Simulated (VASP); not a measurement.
# SnO (Romarchite) (P4/nmm) in VASP: notebook

SnO (Romarchite) is run at these levels: PBE; tasks: single point.

All numbers are computed with VASP 6.6.1; they aren't measurements. Logs are shortened: lines on timing, memory, paths and dates and some standing lists are left out, and cuts for length are marked.

## (1) The cell of the first run

Symmetry: P4/nmm, No. 129, tetragonal system. The conventional cell has a = 3.721 Å, b = 3.721 Å, c = 4.742 Å, α = 90.00°, β = 90.00°, γ = 90.00°. Sn (site symmetry 4mm) has 4 O at 2.17 Å within 2.9 Å. O (site symmetry -4m2) has 4 Sn at 2.17 Å and 4 O at 2.63 Å within 2.9 Å.

## (2) Single point, PBE

Input file INCAR:

```
  PREC = Accurate
  ENCUT = 520
  EDIFF = 1E-6
  ISMEAR = 0
  SIGMA = 0.01
  LREAL = False
  LASPH = True
  NELM = 80
  ALGO = Normal
  ISIF = 2
  LWAVE = False
  LCHARG = False
  GGA = PE
  NBANDS = 28
```

Input file KPOINTS:

```
regular mesh
0
Gamma
  5 5 4
```

Input file POSCAR:

```
SnO
1.0
    3.7210557926      0.0000000000      0.0000000000
    0.0000000000      3.7210557926      0.0000000000
    0.0000000000      0.0000000000      4.7419804351
Sn O
2 2
Direct
    0.5000000000      0.0000000000      0.2369000000
    0.0000000000      0.5000000000      0.7631000000
    0.0000000000      0.0000000000      0.0000000000
    0.5000000000      0.5000000000      0.0000000000
```

Potentials or basis: VASP PAW PBE potentials, release 64 (Sn_d, O).

Command:

```sh
$ cat potpaw_PBE.64/Sn_d/POTCAR potpaw_PBE.64/O/POTCAR > POTCAR
$ mpirun -np 1 vasp_std > vasp.out
```

OUTCAR:

```text
PREC = Accurate
   ENCUT = 520
   EDIFF = 1E-6
   ISMEAR = 0
   LREAL = False
   LASPH = True
   NELM = 80
   ISIF = 2
   GGA = PE

 ion  position               nearest neighbor table
   1  0.500  0.000  0.237-   3 2.17   4 2.17   4 2.17   3 2.17   2 3.46   2 3.46   2 3.46   2 3.46
                             2 3.63   2 3.63   2 3.63   2 3.63
   2  0.000  0.500  0.763-   3 2.17   4 2.17   3 2.17   4 2.17   1 3.46   1 3.46   1 3.46   1 3.46
                             1 3.63   1 3.63   1 3.63   1 3.63
   3  0.000  0.000  0.000-   1 2.17   2 2.17   2 2.17   1 2.17
   4  0.500  0.500  0.000-   1 2.17   2 2.17   1 2.17   2 2.17

  LATTYP: Found a simple tetragonal cell.
 ALAT       =     3.7210557926
 C/A-ratio  =     1.2743642395

  Lattice vectors:

 A1 = (   3.7210557926,   0.0000000000,   0.0000000000)
 A2 = (   0.0000000000,   3.7210557926,   0.0000000000)
 A3 = (   0.0000000000,   0.0000000000,   4.7419804351)

Analysis of symmetry for initial positions (statically):
=====================================================================
 Subroutine PRICEL returns:
 Original cell was already a primitive cell.

 Routine SETGRP: Setting up the symmetry group for a
 simple tetragonal supercell.

 Subroutine GETGRP returns: Found 16 space group operations
 (whereof  8 operations were pure point group operations)
 out of a pool of 16 trial point group operations.

The static configuration has the point symmetry D_2d.
 The point group associated with its full space group is D_4h.

Analysis of symmetry for dynamics (positions and initial velocities):
=====================================================================
 Subroutine PRICEL returns:
 Original cell was already a primitive cell.

 Routine SETGRP: Setting up the symmetry group for a
 simple tetragonal supercell.

 Subroutine GETGRP returns: Found 16 space group operations
 (whereof  8 operations were pure point group operations)
 out of a pool of 16 trial point group operations.

The dynamic configuration has the point symmetry D_2d.
 The point group associated with its full space group is D_4h.

 Subroutine INISYM returns: Found 16 space group operations
 (whereof  8 operations are pure point group operations),
 and found     1 'primitive' translations

----------------------------------------------------------------------------------------

                                     Primitive cell
[... 87 lines left out ...]
   NELM   =     80;   NELMIN=  2; NELMDL= -5     # of ELM steps
   EDIFF  = 0.1E-05   stopping-criterion for ELM
   LREAL  =      F    real-space projection
   EDIFFG = 0.1E-04   stopping-criterion for IOM
   NSW    =      0    number of steps for IOM
   IBRION =     -1    ionic relax: 0-MD 1-quasi-New 2-CG
   NFREE  =      0    steps in history (QN), initial steepest desc. (CG)
   ISIF   =      2    stress and relaxation
   ISYM   =      2    0-nonsym 1-usesym 2-fastsym
   POTIM  = 0.5000    time-step for ionic-motion
   TEBEG  =    0.0;   TEEND  =   0.0 temperature during run
   PSTRESS=    0.0 pullay stress
   NELECT =      40.0000    total number of electrons
   NUPDOWN=      -1.0000    fix difference up-down
   EMIN   =  10.00;   EMAX   =-10.00  energy-range for DOS
   EFERMI =   0.00;   METHOD = LEGACY
   ISMEAR =     0;   SIGMA  =   0.01  broadening in eV -4-tet -1-fermi 0-gaus
   EFERMI_NEDOS =   21; number of points for ismear=-14 and -15
   IALGO  =     38    algorithm
   IMIX   =      4    mixing-type and parameters
     AMIX     =   0.40;   BMIX     =  1.00
     AMIX_MAG =   1.60;   BMIX_MAG =  1.00
  volume/ion in A,a.u.               =      16.41       110.77
  Fermi-wavevector in a.u.,A,eV,Ry     =   1.387812  2.622585 26.205140  1.926023
  Thomas-Fermi vector in A             =   2.511998
   LORBIT       =      0    0 simple, 1 ext, 2 COOP (PROOUT), +10 PAW based schemes
   GGA     = PE    functional components
   LHFCALC =     F    Hartree Fock is set to
   AEXX    =    0.0000 exact exchange contribution
   IVDW    =     0    specifies the selected vdW correction
   LEPSILON=     F    determine dielectric tensor
   LRPA    =     F    only Hartree local field effects (RPA)
 non-spin polarized calculation
 Gauss-broadening in eV      SIGMA  =   0.01
  energy-cutoff  :      520.00
  volume of cell :       65.66
 maximum number of plane-waves:      1778
 NGX is ok and might be reduce to    28
   NGX = 13   NGY = 13   NGZ = 17

 number of electron      40.0000010 magnetization

 Free energy of the ion-electron system (eV)
  ---------------------------------------------------
  ext. energy  EPLUGINS =         0.00000000
  ---------------------------------------------------
  free energy    TOTEN  =       -22.42537820 eV

  energy without entropy =      -22.42537820  energy(sigma->0) =      -22.42537820

 E-fermi :   8.3012     XC(G=0): -10.5838

 val. band max:        8.2441658290   @ k =   0.0000   0.0000   0.0000
 cond. band min:       8.4985866575   @ k =   0.4000   0.4000   0.0000
 fundamental gap:      0.2544208285
 Fermi energy:         8.3012083578

 k-point     1 :       0.0000    0.0000    0.0000
  band No.  band energies     occupation
      1     -14.2550      2.00000
      2     -13.6498      2.00000
      3     -13.6498      2.00000
      4     -13.6432      2.00000
      5     -13.5794      2.00000
      6     -13.5774      2.00000
[... 547 lines left out ...]
     27      18.4217      0.00000
     28      18.4860      0.00000

------------------------ aborting loop because EDIFF is reached ----------------------------------------

  FORCE on cell =-STRESS in cart. coord.  units (eV):
  Direction    XX          YY          ZZ          XY          YZ          ZX
  --------------------------------------------------------------------------------------
  -------------------------------------------------------------------------------------
  Total        5.6238995      5.6238995      4.3613143      0.0000000      0.0000000      0.0000000
  in kB      137.2321947    137.2321947    106.4230858      0.0000000      0.0000000      0.0000000
  external PRESSURE =     126.9624917 kB  Pullay stress =       0.0000000 kB

 VOLUME and BASIS-vectors are now :
 -----------------------------------------------------------------------------
  energy-cutoff  :      520.00
  volume of cell :       65.66
      direct lattice vectors                 reciprocal lattice vectors
     3.721055793  0.000000000  0.000000000     0.268740932  0.000000000  0.000000000
     0.000000000  3.721055793  0.000000000     0.000000000  0.268740932  0.000000000
     0.000000000  0.000000000  4.741980435     0.000000000  0.000000000  0.210882355

 POSITION                                       TOTAL-FORCE (eV/Angst)
 -----------------------------------------------------------------------------------
      1.86053      0.00000      1.12338         0.000000      0.000000      1.554200
      0.00000      1.86053      3.61861        -0.000000      0.000000     -1.554200
      0.00000      0.00000      0.00000         0.000000     -0.000000      0.000000
      1.86053      1.86053      0.00000         0.000000      0.000000      0.000000
 -----------------------------------------------------------------------------------
    total drift:                                0.000000      0.000000      0.000000

  FREE ENERGIE OF THE ION-ELECTRON SYSTEM (eV)
  ---------------------------------------------------
  free  energy   TOTEN  =       -22.4253782042 eV

  energy  without entropy=      -22.4253782042  energy(sigma->0) =      -22.42537820
```

OSZICAR:

```text
N       E                     dE             d eps       ncg     rms          rms(c)
DAV:   1     0.421461951548E+03    0.42146E+03   -0.20035E+04  1024   0.224E+03
DAV:   2     0.366579672705E+02   -0.38480E+03   -0.36986E+03  1056   0.544E+02
DAV:   3    -0.231823639392E+02   -0.59840E+02   -0.58916E+02  1144   0.181E+02
DAV:   4    -0.259679047885E+02   -0.27855E+01   -0.27721E+01  1192   0.414E+01
DAV:   5    -0.260282477948E+02   -0.60343E-01   -0.60332E-01  1148   0.656E+00    0.118E+01
DAV:   6    -0.224028542108E+02    0.36254E+01   -0.15205E+01  1612   0.434E+01    0.474E+00
DAV:   7    -0.224426396503E+02   -0.39785E-01   -0.17966E+00  1192   0.826E+00    0.250E+00
DAV:   8    -0.224327735381E+02    0.98661E-02   -0.25921E-01  1416   0.401E+00    0.816E-01
DAV:   9    -0.224244392427E+02    0.83343E-02   -0.51146E-02  1512   0.264E+00    0.222E-01
DAV:  10    -0.224254530028E+02   -0.10138E-02   -0.60066E-03  1336   0.676E-01    0.977E-02
DAV:  11    -0.224253608022E+02    0.92201E-04   -0.10369E-03  1536   0.347E-01    0.244E-02
DAV:  12    -0.224253916585E+02   -0.30856E-04   -0.20464E-04  1128   0.812E-02    0.349E-02
DAV:  13    -0.224253778858E+02    0.13773E-04   -0.58255E-05  1364   0.909E-02    0.226E-03
DAV:  14    -0.224253782042E+02   -0.31837E-06   -0.62544E-06  1160   0.180E-02
   1 F= -.22425378E+02 E0= -.22425378E+02  d E =-.416998E-18
```

It took 21 s on 1 thread of Intel Xeon Platinum 8375C at 2.90GHz (Ice Lake), shared host; peak memory 0.18 GiB.

Results:

- Free energy: -22.4254 eV
- Pressure: 12.7 GPa
- Largest force: 1.554 eV/Å
- Band gap on the k mesh: 0.25 eV, indirect (least direct gap 2.05 eV)

Forces on the atoms (eV/Å):
```
Sn   0.000  0.000  1.554
Sn   0.000  0.000 -1.554
O    0.000  0.000  0.000
O    0.000  0.000  0.000
```

Stress tensor (GPa, compression positive):
```
13.72  0.00  0.00
 0.00 13.72  0.00
 0.00  0.00 10.64
```

Levels at points of the mesh, in eV from the valence-band top:
| k point | band 18 | band 19 | band 20 | band 21 | band 22 | band 23 |
| --- | --- | --- | --- | --- | --- | --- |
| (0.00, 0.00, 0.00) | -3.75 | -3.75 | 0.00 | 2.18 | 4.23 | 4.69 |
| (0.00, 0.00, 0.50) | -3.76 | -2.99 | -2.66 | 1.55 | 2.82 | 2.82 |

Caveat: spin-orbit coupling is left out, which moves the levels of the heavy elements; forces of over 1 eV/Å act on the atoms, so gaps and moduli don't describe the material at rest. A k mesh can miss the band edges.

(Part 1 of 2 ends here.)
